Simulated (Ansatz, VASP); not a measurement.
## Two plane-wave programs on PbSe

File INCAR:

```
SYSTEM = PbSe
PREC = Accurate ; ENCUT = 500
EDIFF = 1E-6 ; ISMEAR = 0
SIGMA = 0.001 ; LREAL = .FALSE.
LASPH = .TRUE. ; NELM = 120
ALGO = Normal ; ISIF = 2
LWAVE = .FALSE. ; LCHARG = .FALSE.
GGA = PE ; NBANDS = 17
GGA_COMPAT = .FALSE.
```

KPOINTS

```
Automatic mesh
0
G
  4 4 4
  0 0 0
```

POSCAR

```
PbSe
1.0
    0.0000000000      3.4232041310      3.4232041310
    3.4232041310      0.0000000000      3.4232041310
    3.4232041310      3.4232041310      0.0000000000
Pb Se
1 1
Direct
    0.0000000000      0.0000000000      0.0000000000
    0.2500000000      0.2500000000      0.2500000000
```

Input for Ansatz:

```yaml
crystal:
  lattice:
    - [0.0, 3.423204131, 3.423204131]
    - [3.423204131, 0.0, 3.423204131]
    - [3.423204131, 3.423204131, 0.0]
  atoms:
    - { symbol: Pb, position: [0.0, 0.0, 0.0] }
    - { symbol: Se, position: [0.25, 0.25, 0.25] }
kpoints:
  mp_grid: { grid: [4, 4, 4] }
hamiltonian:
  xc: pbe
scf:
  occupations: { method: gaussian, width: 0.001 }
  n_extra_bands: 4
output:
  forces: true
  stress: true
  eigenvalues: true
```

Alike in both runs: task single point; functional PBE; k mesh 4 × 4 × 4; occupations gaussian, width 0.001 eV; no spin polarisation.

|  | VASP | Ansatz |
| --- | --- | --- |
| version | VASP 6.6.1 | Ansatz 0.2.0 |
| potentials or method | VASP PAW PBE potentials, release 64 (Pb_d, Se) | plane waves |
| plane-wave cutoff (eV) | 500 | 420 |
| valence electrons in the cell | 20 | 30 |

```tsv
	VASP	Ansatz	Ansatz less VASP
gap on the k mesh at the Fermi level (eV)	0.62	0.62	-0.001
pressure (GPa)	0.7	0.7	+0.01
```

VASP's potentials hold 20 valence electrons a cell and Ansatz's 30, so a difference there can come from the potentials and not from the codes.

Neither program's run includes spin-orbit coupling.
